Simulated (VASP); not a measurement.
# Pb (Fd-3m) in VASP: a series of runs

The runs below take Pb through single point, with PBE.

All numbers are computed with VASP 6.6.1; they aren't measurements. Logs are shortened: lines on timing, memory, paths and dates and some standing lists are left out, and cuts for length are marked.

## Step 1: The cell of the first run

Symmetry: Fd-3m, No. 227, cubic system. The conventional cell has a = 6.438 Å, b = 6.438 Å, c = 6.438 Å, α = 90.00°, β = 90.00°, γ = 90.00°. Within 3.7 Å of Pb (site symmetry -43m) lie 4 Pb at 2.79 Å.

## Step 2: Single point, PBE (Ge replaced by Pb, lengths x 1.130, strained)

The input, INCAR:

```
  PREC = Accurate
  ENCUT = 520
  EDIFF = 1E-6
  ISMEAR = 0
  SIGMA = 0.1
  LREAL = False
  LASPH = True
  NELM = 100
  ALGO = Normal
  ISIF = 2
  LWAVE = False
  LCHARG = True
  GGA = PE
  LELF = True
  LVHAR = True
  NBANDS = 21
```

The input, KPOINTS:

```
Automatic mesh
0
Gamma
  6 6 6
```

The input, POSCAR:

```
Pb
1.0
    0.0000000000      3.2190774613      3.2190774613
    3.2190774613      0.0000000000      3.2190774613
    3.2190774613      3.2190774613      0.0000000000
Pb
2
Direct
    0.5000000000      0.5000000000      0.5000000000
    0.7500000000      0.7500000000      0.7500000000
```

Potentials or basis: VASP PAW PBE potentials, release 64 (Pb_d).

The run is started by

```sh
$ cat potpaw_PBE.64/Pb_d/POTCAR > POTCAR
$ mpirun -np 1 vasp_std > vasp.out
```

OUTCAR:

```text
PREC = Accurate
   ENCUT = 520
   EDIFF = 1E-6
   ISMEAR = 0
   LREAL = False
   LASPH = True
   NELM = 100
   ISIF = 2
   GGA = PE

 ion  position               nearest neighbor table
   1  0.500  0.500  0.500-   2 2.79   2 2.79   2 2.79   2 2.79
   2  0.750  0.750  0.750-   1 2.79   1 2.79   1 2.79   1 2.79

  LATTYP: Found a face centered cubic cell.
 ALAT       =     6.4381549226

  Lattice vectors:

 A1 = (   0.0000000000,   3.2190774613,   3.2190774613)
 A2 = (   3.2190774613,   0.0000000000,   3.2190774613)
 A3 = (   3.2190774613,   3.2190774613,   0.0000000000)

Analysis of symmetry for initial positions (statically):
=====================================================================
 Subroutine PRICEL returns:
 Original cell was already a primitive cell.

 Routine SETGRP: Setting up the symmetry group for a
 face centered cubic supercell.

 Subroutine GETGRP returns: Found 48 space group operations
 (whereof 24 operations were pure point group operations)
 out of a pool of 48 trial point group operations.

The static configuration has the point symmetry T_d .
 The point group associated with its full space group is O_h .

Analysis of symmetry for dynamics (positions and initial velocities):
=====================================================================
 Subroutine PRICEL returns:
 Original cell was already a primitive cell.

 Routine SETGRP: Setting up the symmetry group for a
 face centered cubic supercell.

 Subroutine GETGRP returns: Found 48 space group operations
 (whereof 24 operations were pure point group operations)
 out of a pool of 48 trial point group operations.

The dynamic configuration has the point symmetry T_d .
 The point group associated with its full space group is O_h .

 Subroutine INISYM returns: Found 48 space group operations
 (whereof 24 operations are pure point group operations),
 and found     1 'primitive' translations

----------------------------------------------------------------------------------------

                                     Primitive cell

  volume of cell :      66.7151

  direct lattice vectors                    reciprocal lattice vectors
     0.000000000  3.219077461  3.219077461    -0.155324004  0.155324004  0.155324004
     3.219077461  0.000000000  3.219077461     0.155324004 -0.155324004  0.155324004
     3.219077461  3.219077461  0.000000000     0.155324004  0.155324004 -0.155324004

  length of vectors
     4.552463004  4.552463004  4.552463004     0.269029066  0.269029066  0.269029066

  position of ions in fractional coordinates (direct lattice)
     0.500000000  0.500000000  0.500000000
     0.750000000  0.750000000  0.750000000

  ion indices of the primitive-cell ions
   primitive index   ion index
                 1           1
                 2           2

----------------------------------------------------------------------------------------

 KPOINTS: Automatic mesh

Automatic generation of k-mesh.
 Grid dimensions read from file:
 generate k-points for:    6    6    6

 Generating k-lattice:

  Cartesian coordinates                     Fractional coordinates (reciprocal lattice)
    -0.025887334  0.025887334  0.025887334     0.166666667  0.000000000  0.000000000
     0.025887334 -0.025887334  0.025887334     0.000000000  0.166666667  0.000000000
     0.025887334  0.025887334 -0.025887334     0.000000000  0.000000000  0.166666667

  Length of vectors
     0.044838178  0.044838178  0.044838178

  Shift w.r.t. Gamma in fractional coordinates (k-lattice)
     0.000000000  0.000000000  0.000000000

 Subroutine IBZKPT returns following result:
 ===========================================

 Found     16 irreducible k-points:

 Following reciprocal coordinates:
            Coordinates               Weight
  0.000000  0.000000  0.000000      1.000000
  0.166667  0.000000  0.000000      8.000000
  0.333333  0.000000  0.000000      8.000000
  0.500000  0.000000  0.000000      4.000000
  0.166667  0.166667  0.000000      6.000000
  0.333333  0.166667  0.000000     24.000000
[... 8 lines left out ...]
 -0.333333  0.333333  0.166667     24.000000
 -0.333333  0.500000  0.166667     12.000000
   k-points           NKPTS =     16   k-points in BZ     NKDIM =     16   number of bands    NBANDS=     21
   number of dos      NEDOS =    301   number of ions     NIONS =      2
   total plane-waves  NPLWV =  46656
   dimension x,y,z NGX =    36 NGY =   36 NGZ =   36
   dimension x,y,z NGXF=    72 NGYF=   72 NGZF=   72
   ions per type =               2
   NGX,Y,Z   is equivalent  to a cutoff of  13.15, 13.15, 13.15 a.u.
   NGXF,Y,Z  is equivalent  to a cutoff of  26.29, 26.29, 26.29 a.u.
 SYSTEM =  unknown system
   PREC   = accura    normal or accurate (medium, high low for compatibility)
   ISTART =      0    job   : 0-new  1-cont  2-samecut
   ICHARG =      2    charge: 1-file 2-atom 10-const
   ISPIN  =      1    spin polarized calculation?
   LNONCOLLINEAR =      F non collinear calculations
   LSORBIT =      F    spin-orbit coupling
   LASPH  =      T    aspherical Exc in radial PAW
   ENCUT  =  520.0 eV  38.22 Ry    6.18 a.u.   8.46  8.46  8.46*2*pi/ulx,y,z
   NELM   =    100;   NELMIN=  2; NELMDL= -5     # of ELM steps
   EDIFF  = 0.1E-05   stopping-criterion for ELM
   LREAL  =      F    real-space projection
   EDIFFG = 0.1E-04   stopping-criterion for IOM
   NSW    =      0    number of steps for IOM
   IBRION =     -1    ionic relax: 0-MD 1-quasi-New 2-CG
   NFREE  =      0    steps in history (QN), initial steepest desc. (CG)
   ISIF   =      2    stress and relaxation
   ISYM   =      2    0-nonsym 1-usesym 2-fastsym
   POTIM  = 0.5000    time-step for ionic-motion
   TEBEG  =    0.0;   TEEND  =   0.0 temperature during run
   PSTRESS=    0.0 pullay stress
   NELECT =      28.0000    total number of electrons
   NUPDOWN=      -1.0000    fix difference up-down
   EMIN   =  10.00;   EMAX   =-10.00  energy-range for DOS
   EFERMI =   0.00;   METHOD = LEGACY
   ISMEAR =     0;   SIGMA  =   0.10  broadening in eV -4-tet -1-fermi 0-gaus
   EFERMI_NEDOS =   21; number of points for ismear=-14 and -15
   IALGO  =     38    algorithm
   IMIX   =      4    mixing-type and parameters
     AMIX     =   0.40;   BMIX     =  1.00
     AMIX_MAG =   1.60;   BMIX_MAG =  1.00
  volume/ion in A,a.u.               =      33.36       225.11
  Fermi-wavevector in a.u.,A,eV,Ry     =   1.225705  2.316247 20.440762  1.502354
  Thomas-Fermi vector in A             =   2.360733
   LORBIT       =      0    0 simple, 1 ext, 2 COOP (PROOUT), +10 PAW based schemes
   GGA     = PE    functional components
   LHFCALC =     F    Hartree Fock is set to
   AEXX    =    0.0000 exact exchange contribution
   IVDW    =     0    specifies the selected vdW correction
   LEPSILON=     F    determine dielectric tensor
   LRPA    =     F    only Hartree local field effects (RPA)
 non-spin polarized calculation
 Gauss-broadening in eV      SIGMA  =   0.10
  energy-cutoff  :      520.00
  volume of cell :       66.72
 maximum number of plane-waves:      1820
 NGX is ok and might be reduce to    36
   NGX = 17   NGY = 17   NGZ = 17

 number of electron      28.0000003 magnetization

 Free energy of the ion-electron system (eV)
  ---------------------------------------------------
  ext. energy  EPLUGINS =         0.00000000
  ---------------------------------------------------
  free energy    TOTEN  =        -5.89040873 eV

  energy without entropy =       -5.88559810  energy(sigma->0) =       -5.88800342

 E-fermi :   6.2897     XC(G=0):  -9.3138

 val. band max:        6.1148469555   @ k =  -0.1667   0.1667   0.0000
 cond. band min:       6.3197419557   @ k =   0.1667   0.0000   0.0000
 fundamental gap:      0.2048950002
 Fermi energy:         6.2896929658

 k-point     1 :       0.0000    0.0000    0.0000
  band No.  band energies     occupation
      1     -11.3801      2.00000
      2     -11.3801      2.00000
      3     -11.3801      2.00000
      4     -11.2665      2.00000
      5     -11.2665      2.00000
      6     -10.5694      2.00000
[... 13 lines left out ...]
     20      14.4224      0.00000
     21      14.4224      0.00000

 k-point     2 :       0.1667    0.0000    0.0000
  band No.  band energies     occupation
      1     -11.4185      2.00000
      2     -11.4185      2.00000
      3     -11.3730      2.00000
      4     -11.2084      2.00000
      5     -11.2084      2.00000
      6     -10.6145      2.00000
[... 13 lines left out ...]
     20      13.7604      0.00000
     21      13.7604      0.00000

 k-point     3 :       0.3333    0.0000    0.0000
  band No.  band energies     occupation
      1     -11.4492      2.00000
      2     -11.4492      2.00000
      3     -11.3583      2.00000
      4     -11.1469      2.00000
      5     -11.1469      2.00000
      6     -10.6635      2.00000
[... 13 lines left out ...]
     20      14.2110      0.00000
     21      14.2110      0.00000

 k-point     4 :       0.5000    0.0000    0.0000
  band No.  band energies     occupation
      1     -11.4554      2.00000
      2     -11.4554      2.00000
      3     -11.3507      2.00000
      4     -11.1311      2.00000
      5     -11.1311      2.00000
      6     -10.6945      2.00000
[... 13 lines left out ...]
     20      15.3207      0.00000
     21      15.3347      0.00000

 k-point     5 :       0.1667    0.1667    0.0000
  band No.  band energies     occupation
      1     -11.4190      2.00000
      2     -11.4091      2.00000
      3     -11.4091      2.00000
      4     -11.2140      2.00000
      5     -11.1443      2.00000
      6     -10.7496      2.00000
[... 13 lines left out ...]
     20      12.5814      0.00000
     21      15.1468      0.00000

 k-point     6 :       0.3333    0.1667    0.0000
  band No.  band energies     occupation
      1     -11.4752      2.00000
      2     -11.4409      2.00000
      3     -11.3646      2.00000
      4     -11.1461      2.00000
      5     -11.0619      2.00000
      6     -10.8427      2.00000
[... 13 lines left out ...]
     20      14.2119      0.00000
     21      15.2377      0.00000

 k-point     7 :       0.5000    0.1667    0.0000
  band No.  band energies     occupation
      1     -11.5094      2.00000
      2     -11.4661      2.00000
      3     -11.2995      2.00000
      4     -11.0840      2.00000
      5     -11.0614      2.00000
      6     -10.8320      2.00000
[... 13 lines left out ...]
     20      15.2103      0.00000
     21      15.5538      0.00000

 k-point     8 :      -0.3333    0.1667    0.0000
  band No.  band energies     occupation
      1     -11.4981      2.00000
      2     -11.4788      2.00000
      3     -11.2858      2.00000
      4     -11.1255      2.00000
      5     -11.0565      2.00000
      6     -10.7582      2.00000
[... 13 lines left out ...]
     20      13.8470      0.00000
     21      15.2600      0.00000

 k-point     9 :      -0.1667    0.1667    0.0000
  band No.  band energies     occupation
      1     -11.4631      2.00000
      2     -11.4458      2.00000
      3     -11.3436      2.00000
      4     -11.1801      2.00000
      5     -11.1175      2.00000
      6     -10.7100      2.00000
[... 13 lines left out ...]
     20      13.5851      0.00000
     21      14.1183      0.00000

 k-point    10 :       0.3333    0.3333    0.0000
  band No.  band energies     occupation
      1     -11.4601      2.00000
      2     -11.4601      2.00000
      3     -11.3899      2.00000
      4     -11.0708      2.00000
      5     -11.0166      2.00000
      6     -10.9318      2.00000
[... 13 lines left out ...]
     20      15.8125      0.00000
     21      16.4904      0.00000

 k-point    11 :       0.5000    0.3333    0.0000
  band No.  band energies     occupation
      1     -11.5165      2.00000
      2     -11.4793      2.00000
      3     -11.2875      2.00000
      4     -11.0805      2.00000
      5     -10.9822      2.00000
      6     -10.8674      2.00000
[... 13 lines left out ...]
     20      16.2425      0.00000
     21      16.4779      0.00000

 k-point    12 :      -0.3333    0.3333    0.0000
  band No.  band energies     occupation
      1     -11.5430      2.00000
      2     -11.4894      2.00000
      3     -11.2377      2.00000
      4     -10.9868      2.00000
      5     -10.9509      2.00000
      6     -10.9476      2.00000
[... 13 lines left out ...]
     20      14.4047      0.00000
     21      16.8549      0.00000

 k-point    13 :       0.5000    0.5000    0.0000
  band No.  band energies     occupation
      1     -11.4830      2.00000
      2     -11.4830      2.00000
      3     -11.2497      2.00000
      4     -11.2497      2.00000
      5     -10.8755      2.00000
      6     -10.8755      2.00000
[... 13 lines left out ...]
     20      15.8938      0.00000
     21      17.5278      0.00000

 k-point    14 :       0.5000    0.3333    0.1667
  band No.  band energies     occupation
      1     -11.5028      2.00000
      2     -11.4950      2.00000
      3     -11.2825      2.00000
      4     -11.0780      2.00000
      5     -10.9681      2.00000
      6     -10.9405      2.00000
[... 13 lines left out ...]
     20      14.8635      0.00000
     21      16.2372      0.00000

 k-point    15 :      -0.3333    0.3333    0.1667
  band No.  band energies     occupation
      1     -11.5352      2.00000
      2     -11.5026      2.00000
      3     -11.2174      2.00000
      4     -11.0218      2.00000
      5     -10.9517      2.00000
      6     -10.9479      2.00000
[... 13 lines left out ...]
     20      15.9152      0.00000
     21      16.0247      0.00000

 k-point    16 :      -0.3333    0.5000    0.1667
  band No.  band energies     occupation
      1     -11.5202      2.00000
      2     -11.5202      2.00000
      3     -11.1523      2.00000
      4     -11.1523      2.00000
      5     -10.8917      2.00000
      6     -10.8917      2.00000
[... 13 lines left out ...]
     20      16.2494      0.00000
     21      17.0143      0.00000

------------------------ aborting loop because EDIFF is reached ----------------------------------------

  FORCE on cell =-STRESS in cart. coord.  units (eV):
  Direction    XX          YY          ZZ          XY          YZ          ZX
  --------------------------------------------------------------------------------------
  -------------------------------------------------------------------------------------
  Total        5.7313302      5.7313302      5.7313302     -0.0000000      0.0000000     -0.0000000
  in kB      137.6390707    137.6390707    137.6390707     -0.0000000      0.0000000     -0.0000000
  external PRESSURE =     137.6390707 kB  Pullay stress =       0.0000000 kB

 VOLUME and BASIS-vectors are now :
 -----------------------------------------------------------------------------
  energy-cutoff  :      520.00
  volume of cell :       66.72
      direct lattice vectors                 reciprocal lattice vectors
     0.000000000  3.219077461  3.219077461    -0.155324004  0.155324004  0.155324004
     3.219077461  0.000000000  3.219077461     0.155324004 -0.155324004  0.155324004
     3.219077461  3.219077461  0.000000000     0.155324004  0.155324004 -0.155324004

 POSITION                                       TOTAL-FORCE (eV/Angst)
 -----------------------------------------------------------------------------------
      3.21908      3.21908      3.21908        -0.000000     -0.000000     -0.000000
      4.82862      4.82862      4.82862         0.000000      0.000000      0.000000
 -----------------------------------------------------------------------------------
    total drift:                                0.000000      0.000000      0.000000

  FREE ENERGIE OF THE ION-ELECTRON SYSTEM (eV)
  ---------------------------------------------------
  free  energy   TOTEN  =        -5.8904087308 eV

  energy  without entropy=       -5.8855981018  energy(sigma->0) =       -5.88800342
```

Run time: 9.5 s. Hardware: 1 thread of Intel Xeon 6975P-C (Granite Rapids), shared host; peak memory 0.2 GiB.

What came out:

| Quantity | Value |
| --- | --- |
| Free energy | -5.8904 eV |
| Pressure | 13.8 GPa |
| Band gap on the k mesh | zero (band 14 reaches 6.89 eV, above the bottom of band 15 at 5.54 eV) |

Caveat: the cell differs from its parent crystal (Ge replaced by Pb, lengths x 1.130, strained); spin-orbit coupling is left out, which moves the levels of the heavy elements.

(Continued in part 2 of 2.)
